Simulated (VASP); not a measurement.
Write the native input for VASP 6.6.1 that does the following.

```yaml
Task: single point
Functional: LDA
Potentials_or_basis: VASP PAW LDA potentials, release 64 (Li_sv, F)
Cutoff: 520 eV
k_mesh: 10 × 10 × 10
Occupations: gaussian, width 0.02 eV
Spin: no spin polarisation
Dipole_correction: no
Further_INCAR_settings: ALGO = Normal; EDIFF = 1e-06; NBANDS = 12
```

The structure of LiF lies in POSCAR:

```
LiF
1.0
    0.0000000000      2.0417135700      2.0417135700
    2.0417135700      0.0000000000      2.0417135700
    2.0417135700      2.0417135700      0.0000000000
Li F
1 1
Direct
    0.0000000000      0.0000000000      0.0000000000
    0.5000000000      0.5000000000      0.5000000000
```

One way to write it, as run:

INCAR

```
SYSTEM = LiF
ALGO = Normal
EDIFF = 1E-6
ENCUT = 520
GGA = CA
ISIF = 2
ISMEAR = 0
LASPH = .True.
LCHARG = .True.
LELF = .True.
LREAL = .False.
LVHAR = .True.
LWAVE = .False.
NBANDS = 12
NELM = 80
PREC = Accurate
SIGMA = 0.02
```

KPOINTS

```
k-points
0
Gamma
  10 10 10
  0 0 0
```

Potentials or basis: VASP PAW LDA potentials, release 64 (Li_sv, F).

Command:

```bash
$ cat potpaw_LDA.64/Li_sv/POTCAR potpaw_LDA.64/F/POTCAR > POTCAR
$ mpirun -np 1 vasp_std > vasp.out
```

Results of the run:

* Band gap on the k mesh: 8.48 eV

It took 22 s on 1 thread of AMD EPYC 7R13, with other jobs on the host, peak memory 0.09 GiB.
